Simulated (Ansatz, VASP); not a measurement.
## Eu in VASP and in Ansatz

File INCAR:

```
ALGO = Normal ; EDIFF = 1E-6
ENCUT = 520 ; GGA = PE
ISIF = 2 ; ISMEAR = -1
ISPIN = 2 ; LASPH = True
LCHARG = True ; LELF = True
LMAXMIX = 6 ; LORBIT = 11
LREAL = False ; LVHAR = True
LWAVE = False ; MAGMOM = 7
NBANDS = 18 ; NELM = 150
PREC = Accurate ; SIGMA = 0.08
```

Contents of KPOINTS:

```
k-points
0
Gamma
  9 9 9
```

Contents of POSCAR:

```
Eu
1.0
    0.0000000000      2.8260082519      2.8260082519
    2.8260082519      0.0000000000      2.8260082519
    2.8260082519      2.8260082519      0.0000000000
Eu
1
Direct
    0.0000000000      0.0000000000      0.0000000000
```

Input for Ansatz:

```yaml
crystal:
  lattice:
    - [0.0, 2.8260082519, 2.8260082519]
    - [2.8260082519, 0.0, 2.8260082519]
    - [2.8260082519, 2.8260082519, 0.0]
  atoms:
    - { symbol: Eu, position: [0.0, 0.0, 0.0], spin: 7.0 }
magnetization:
  spin_polarized: true
kpoints:
  mp_grid: { grid: [9, 9, 9] }
scf:
  occupations: { method: fermi_dirac, width: 0.08 }
hamiltonian:
  xc: pbe
  pseudopotentials: { kind: paw }
output:
  forces: true
  stress: true
  eigenvalues: true
  populations: true
  write_density: true
  write_potential: true
  elf: true
  volumetric_format: npy
```

Change from the starting cell: volume scaled by 1.04, PAW files.

Alike in both runs: task single point; functional PBE; k mesh 9 × 9 × 9; occupations fermi-dirac, width 0.08 eV; collinear spin.

|  | VASP | Ansatz |
| --- | --- | --- |
| version | VASP 6.6.1 | Ansatz 0.2.0 |
| potentials or method | VASP PAW PBE potentials, release 64 (Eu) | PAW with Ansatz's default frozen-core files, scalar-relativistic |
| plane-wave cutoff (eV) | 520 | 420 |
| valence electrons in the cell | 17 | 17 |

|  | VASP | Ansatz | Ansatz less VASP |
| --- | --- | --- | --- |
| pressure (GPa) | -1.2 | -1.0 | +0.27 |
| net moment per atom (μB) | 7.41 | 7.42 | +0.013 |
| size of the moment on the site where the two differ most (μB) | 6.70 | 7.14 | +0.440 |

Site moments also hang on the region over which each program counts them.

Neither program's run includes spin-orbit coupling.
